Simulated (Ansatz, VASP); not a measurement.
# Ti3Se in VASP and in Ansatz

Contents of INCAR:

```
SYSTEM = Ti3Se
PREC = Accurate
ENCUT = 520
EDIFF = 1E-6
ISMEAR = -1
SIGMA = 0.05
LREAL = .False.
LASPH = .True.
NELM = 150
ALGO = Normal
ISIF = 2
LWAVE = .False.
LCHARG = .False.
LMAXMIX = 4
LDAU = .True.
LDAUTYPE = 2
LDAUL = -1 2
LDAUU = 0 8
LDAUJ = 0 0
LDAUPRINT = 1
GGA = PS
NBANDS = 29
```

File KPOINTS:

```
regular mesh
0
Gamma
  10 10 4
  0 0 0
```

Contents of POSCAR:

```
Ti3Se
1.0
    3.1974455988      0.0000000000      0.0000000000
   -1.5987227994      2.7690691158      0.0000000000
    0.0000000000      0.0000000000      7.9427450000
Se Ti
1 3
Direct
    0.0000000000      0.0000000000      0.0000000000
    0.6666666667      0.3333333333      0.5000000000
    0.3333333333      0.6666666667      0.7729020000
    0.3333333333      0.6666666667      0.2270980000
```

The input input.yaml:

```yaml
crystal:
  lattice:
    - [3.1974455988, 0.0, 0.0]
    - [-1.5987227994, 2.7690691158, 0.0]
    - [0.0, 0.0, 7.942745]
  atoms:
    - { symbol: Se, position: [0.0, 0.0, 0.0] }
    - { symbol: Ti, position: [0.6666666667, 0.3333333333, 0.5] }
    - { symbol: Ti, position: [0.3333333333, 0.6666666667, 0.772902] }
    - { symbol: Ti, position: [0.3333333333, 0.6666666667, 0.227098] }
hamiltonian:
  xc: pbesol
  pseudopotentials: { kind: paw }
  hubbard: { sites: [{ species: Ti, l: d, u_eff: 8.0 }] }
kpoints:
  mp_grid: { grid: [10, 10, 4] }
  band_path:
    path:
      - [[0.0, 0.0, 0.0], [0.5, 0.0, 0.0], [0.3333333333, 0.3333333333, 0.0], [0.0, 0.0, 0.0], [0.0, 0.0, 0.5], [0.5, 0.0, 0.5], [0.3333333333, 0.3333333333, 0.5], [0.0, 0.0, 0.5]]
      - [[0.5, 0.0, 0.5], [0.5, 0.0, 0.0]]
      - [[0.3333333333, 0.3333333333, 0.0], [0.3333333333, 0.3333333333, 0.5]]
    npoints: 14
scf:
  occupations: { method: fermi_dirac, width: 0.05 }
  n_extra_bands: 10
output:
  forces: true
  stress: true
  eigenvalues: true
  fatbands: false
  write_density: true
  write_potential: true
  elf: true
  volumetric_format: npy
```

Alike in both runs: functional PBEsol; k mesh 10 × 10 × 4; occupations fermi-dirac, width 0.05 eV; no spin polarisation; Hubbard terms Ti d U = 8.0 eV.

|  | VASP | Ansatz |
| --- | --- | --- |
| version | VASP 6.6.1 | Ansatz 0.2.0 |
| potentials or method | VASP PAW PBE potentials, release 64 (Se, Ti_sv) | Ansatz PAW |
| plane-wave cutoff (eV) | 520 | 420 |
| valence electrons in the cell | 42 | 52 |
| task | single point | band structure |

Ansatz gave:

- gap on the k mesh at the Fermi level (eV): none
- pressure (GPa): 23.4
- traceless stress, the component that is largest in VASP (GPa): -5.38
- rms of the force components (eV/Å): 0.151

Question: Estimate VASP's values.

Answer: gap on the k mesh at the Fermi level (eV): none; pressure (GPa): 9.1; traceless stress, the component that is largest in VASP (GPa): 3.93; rms of the force components (eV/Å): 0.096.

VASP's potentials were made for PBE, not for PBEsol. The programs project onto different local orbitals, so the same U acts differently, and such runs can settle in different states. Atom by atom the forces differ by 0.055 eV/Å (rms over components). A gap of «none» marks a metal or a gap that the smearing closes. VASP's potentials hold 42 valence electrons a cell and Ansatz's 52, so a difference there can come from the potentials and not from the codes.
